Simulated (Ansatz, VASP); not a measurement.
**Bi in VASP and in Ansatz**

```
Bi
1.0
     5.53856    0.00000    0.00000
    -2.76928    4.79653    0.00000
     0.00000    0.00000    3.26731
Bi
2
Direct
  0.33333 0.66667 0.50038
  0.66667 0.33333 0.49962
```

Alike in both runs: functional PBE; k mesh 6 × 6 × 6; occupations gaussian, width 0.1 eV; no spin polarisation.

Ansatz relaxed the structure, and its values are those at the end. VASP's run is a single point on that final structure, the one shown.

|  | VASP | Ansatz |
| --- | --- | --- |
| version | VASP 6.6.1 | Ansatz 0.2.0 |
| potentials or method | VASP PAW PBE potentials, release 64 (Bi_d), cutoff 520 eV | scalar-relativistic, plane waves, PAW |
| valence electrons in the cell | 30 | 30 |

```tsv
	VASP	Ansatz	Ansatz less VASP
gap on the k mesh at the Fermi level (eV)	none	none	-
pressure (GPa)	0.2	0.3	+0.05
```

A gap of «none» marks a metal or a gap that the smearing closes.

Spin-orbit coupling is off throughout.
